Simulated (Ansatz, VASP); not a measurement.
VN: VASP beside Ansatz

INCAR

```
ALGO = Normal
EDIFF = 1E-7
EDIFFG = -0.02
ENCUT = 520
GGA = PE
GGA_COMPAT = False
IBRION = 2
ISIF = 2
ISMEAR = -1
ISPIN = 2
KPAR = 4
LASPH = True
LCHARG = False
LMAXMIX = 4
LORBIT = 11
LREAL = False
LWAVE = False
MAGMOM = 2 0
NELM = 200
NELMIN = 4
NSW = 80
PREC = Accurate
SIGMA = 0.05
```

Contents of KPOINTS:

```
k-points
0
Gamma
  19 19 19
```

The input POSCAR:

```
VN
1.0
    0.0000000000      2.0218657284      2.0218657284
    2.0218657284      0.0000000000      2.0218657284
    2.0218657284      2.0218657284      0.0000000000
V N
1 1
Direct
    0.0000000000      0.0000000000      0.0000000000
    0.5000000000      0.5000000000      0.5000000000
```

Input for Ansatz:

```yaml
crystal:
  lattice:
    - [0.0, 2.0218657284, 2.0218657284]
    - [2.0218657284, 0.0, 2.0218657284]
    - [2.0218657284, 2.0218657284, 0.0]
  atoms:
    - { symbol: V, position: [0.0, 0.0, 0.0], spin: 2.0 }
    - { symbol: "N", position: [0.5, 0.5, 0.5] }
magnetization:
  spin_polarized: true
kpoints:
  mp_grid: { grid: [19, 19, 19] }
scf:
  occupations: { method: fermi_dirac, width: 0.05 }
hamiltonian:
  xc: pbe
  pseudopotentials: { kind: paw }
output:
  forces: true
  stress: true
  populations: true
  efg:
    quadrupole_moments_barn: { V: -0.052, "N": 0.02044 }
    contact_densities: true
relax:
  f_tol: 0.02
  max_steps: 60
```

Change from the starting cell: volume scaled by 0.94, ions relaxed.

Alike in both runs: task relaxation of the atoms; functional PBE; k mesh 19 × 19 × 19; occupations fermi-dirac, width 0.05 eV; collinear spin.

```csv
,VASP,Ansatz
version,VASP 6.6.1,Ansatz 0.2.0
potentials or method,"VASP PAW PBE potentials, release 64 (V_sv, N)","plane-wave PAW, scalar-relativistic"
plane-wave cutoff (eV),520,420
valence electrons in the cell,18,18
```

```csv
,VASP,Ansatz,Ansatz less VASP
net moment per atom (μB),0.00,0.00,0.000
```

Ansatz's warnings: seeded moment not kept, stress scf threshold loose.

Noted on VASP's run: the relaxation stopped at its first step, so nothing moved.
